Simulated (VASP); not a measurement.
Input of a VASP 6.6.1 run:

The input INCAR:

```
SYSTEM = Hf
PREC = Accurate
ENCUT = 520
EDIFF = 1E-6
ISMEAR = 0
SIGMA = 0.1
LREAL = .False.
LASPH = .True.
NELM = 100
ALGO = Normal
ISIF = 2
LWAVE = .False.
LCHARG = .True.
LDIPOL = .True.
IDIPOL = 3
DIPOL = 0.5 0.5 0.453
GGA = PE
IVDW = 12
LELF = .True.
LVHAR = .True.
LVACPOTAV = .True.
NBANDS = 72
```

KPOINTS

```
regular mesh
0
Gamma
  3 3 1
  0 0 0
```

The input POSCAR:

```
Hf
1.0
    6.0703438127      0.0000000000      0.0000000000
   -2.0234479376      5.7231750321      0.0000000000
    0.0000000000      0.0000000000     22.9564149681
Hf
12
Direct
    0.2500000000      0.2500000000      0.3484864693
    0.2500000000      0.7500000000      0.3484864693
    0.7500000000      0.2500000000      0.3484864693
    0.7500000000      0.7500000000      0.3484864693
    0.4432579269      0.5662810612      0.4496961071
    0.4468424270      0.0746042497      0.4472637049
   -0.0636447993      0.5473969486      0.4509787903
   -0.0614696232      0.0473584295      0.4501001472
    0.7301565535      0.7432450972      0.5608316133
    0.6909662119      0.2310600456      0.5671797479
    0.2543833010      0.8032015700      0.5520792297
    0.2038271711      0.2834235688      0.5593839546
```

Potentials or basis: VASP PAW PBE potentials, release 64 (Hf_pv).

Command:

```bash
$ cat potpaw_PBE.64/Hf_pv/POTCAR > POTCAR
$ mpirun -np 1 vasp_std > vasp.out
```

Question: Estimate the band gap on the k mesh.

Answer: Zero (bands 60 and 61 overlap by 0.23 eV).

Question: Predict the dispersion energy per atom.

Answer: -0.302 eV.

Question: What does it give for the largest force?

Answer: 0.595 eV/Å.

Forces in eV/Å, atoms in the order of the input:
```
Hf  -0.296  0.123 -0.061
Hf  -0.208 -0.028  0.014
Hf   0.275  0.096 -0.059
Hf   0.177 -0.065  0.090
Hf  -0.073 -0.011  0.155
Hf  -0.062 -0.160  0.285
Hf   0.043  0.082  0.454
Hf  -0.024  0.066  0.339
Hf  -0.060  0.190 -0.371
Hf  -0.096 -0.218 -0.370
Hf   0.038 -0.015  0.043
Hf   0.285 -0.060 -0.519
```

Caveat: the k points lie up to 0.37 Å⁻¹ apart; spin-orbit coupling is left out, which moves the levels of the heavy elements.
